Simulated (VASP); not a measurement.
Wanted: the native input for a VASP 6.6.1 run.

```
Task                   : relaxation of cell and atoms
Functional             : BLYP
Potentials or basis    : VASP PAW PBE potentials, release 64 (In_d, As)
Cutoff                 : 600 eV
k mesh                 : 8 × 8 × 8
Occupations            : fermi-dirac, width 0.05 eV
Spin                   : no spin polarisation
Dipole correction      : no
Further INCAR settings : ALGO = Normal; EDIFF = 1e-06; IBRION = 2; EDIFFG = -0.01; NSW = 60; ISIF = 3
```

The structure of InAs lies in POSCAR:

```
InAs
1.0
    0.0000000000      2.8773040000      2.8773040000
    2.8773040000      0.0000000000      2.8773040000
    2.8773040000      2.8773040000      0.0000000000
In As
1 1
Direct
    0.5000000000      0.5000000000      0.5000000000
    0.0000000000      0.0000000000      0.0000000000
```

One way to write it, as run:

INCAR

```
SYSTEM = InAs
AGGAC = 1.0
AGGAX = 1.0
ALDAC = 0.0
ALDAX = 1.0
ALGO = Normal
EDIFF = 1E-6
EDIFFG = -0.01
ENCUT = 600
GGA = B5
IBRION = 2
ISIF = 3
ISMEAR = -1
LASPH = .True.
LCHARG = .False.
LREAL = .False.
LWAVE = .False.
NELM = 100
NSW = 60
PREC = Accurate
SIGMA = 0.05
```

KPOINTS

```
k-points
0
Gamma
  8 8 8
  0 0 0
```

Potentials or basis: VASP PAW PBE potentials, release 64 (In_d, As).

Launch:

```bash
$ cat potpaw_PBE.64/In_d/POTCAR potpaw_PBE.64/As/POTCAR > POTCAR
$ mpirun -np 1 vasp_std > vasp.out
```

It gave:

* Relaxed volume: 25.85 Å³/atom
* Relaxed cell: a = 4.182 Å, b = 4.182 Å, c = 4.182 Å, α = 60.00°, β = 60.00°, γ = 60.00°
* Space group after relaxing (to 0.05 Å): Fm-3m (No. 225)
* Energy gained by relaxing: 27.6 meV/atom
* Ionic steps: 3
* Pressure after relaxing: 0.0 GPa
* Band gap on the k mesh: zero (band 9 reaches 5.79 eV, above the bottom of band 10 at 3.54 eV)

Caveat: the PAW data sets were made with another functional, which shifts forces and pressure a little; spin-orbit coupling is left out, which moves the levels of the heavy elements.

It took 50 s on 1 thread of Intel(R) Xeon(R) 6975P-C (Granite Rapids), with other jobs on the host, peak memory 0.22 GiB.
